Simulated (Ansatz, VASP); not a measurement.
**CaHgF3 in VASP and in Ansatz**

The input INCAR:

```
SYSTEM = CaHgF3
ALGO = Normal
EDIFF = 1E-6
ENCUT = 520
GGA = PE
ISIF = 2
ISMEAR = 0
LASPH = .True.
LCHARG = .True.
LELF = .True.
LREAL = .False.
LVHAR = .True.
LWAVE = .False.
NBANDS = 54
NELM = 60
PREC = Accurate
SIGMA = 0.1
```

File KPOINTS:

```
k-points
0
Gamma
  4 4 4
  0 0 0
```

Contents of POSCAR:

```
CaHgF3
1.0
    2.9187651500      1.6851498500      4.7663235400
   -2.9187651500      1.6851498500      4.7663235400
    0.0000000000     -3.3702997000      4.7663235400
Ca Hg F
2 2 6
Direct
    0.7500000000      0.7500000000      0.7500000000
    0.2500000000      0.2500000000      0.2500000000
    0.5000000000      0.5000000000      0.5000000000
    0.0000000000      0.0000000000      0.0000000000
    0.8147518300      0.2500000000      0.6852481700
    0.6852481700      0.8147518300      0.2500000000
    0.2500000000      0.6852481700      0.8147518300
    0.1852481700      0.7500000000      0.3147518300
    0.3147518300      0.1852481700      0.7500000000
    0.7500000000      0.3147518300      0.1852481700
```

Input for Ansatz:

```yaml
crystal:
  lattice:
    - [2.91876515, 1.68514985, 4.76632354]
    - [-2.91876515, 1.68514985, 4.76632354]
    - [0.0, -3.3702997, 4.76632354]
  atoms:
    - { symbol: Ca, position: [0.75, 0.75, 0.75] }
    - { symbol: Ca, position: [0.25, 0.25, 0.25] }
    - { symbol: Hg, position: [0.5, 0.5, 0.5] }
    - { symbol: Hg, position: [0.0, 0.0, 0.0] }
    - { symbol: F, position: [0.81475183, 0.25, 0.68524817] }
    - { symbol: F, position: [0.68524817, 0.81475183, 0.25] }
    - { symbol: F, position: [0.25, 0.68524817, 0.81475183] }
    - { symbol: F, position: [0.18524817, 0.75, 0.31475183] }
    - { symbol: F, position: [0.31475183, 0.18524817, 0.75] }
    - { symbol: F, position: [0.75, 0.31475183, 0.18524817] }
basis:
  ecutwfc: 420
kpoints:
  mp_grid: { grid: [4, 4, 4] }
hamiltonian:
  xc: pbe
scf:
  occupations: { method: gaussian, width: 0.1 }
  lower_state_search: "off"
output:
  forces: true
  stress: true
  eigenvalues: true
```

Alike in both runs: task single point; functional PBE; k mesh 4 × 4 × 4; occupations gaussian, width 0.1 eV; no spin polarisation.

|  | VASP | Ansatz |
| --- | --- | --- |
| version | VASP 6.6.1 | Ansatz 0.2.0 |
| potentials or method | VASP PAW PBE potentials, release 64 (Ca_sv, Hg, F), cutoff 520 eV | scalar-relativistic, plane waves, PAW |
| valence electrons in the cell | 86 | 102 |

VASP gave:

| Item | Value |
| --- | --- |
| gap on the k mesh at the Fermi level (eV) | none |
| rms of the force components (eV/Å) | 0.852 |

Estimate Ansatz's values.

gap on the k mesh at the Fermi level (eV): none; rms of the force components (eV/Å): 0.826.

Atom by atom the forces differ by 0.026 eV/Å (rms over components). A gap of «none» marks a metal or a gap that the smearing closes. VASP's potentials hold 86 valence electrons a cell and Ansatz's 102, so a difference there can come from the potentials and not from the codes.

Spin-orbit coupling is off throughout.
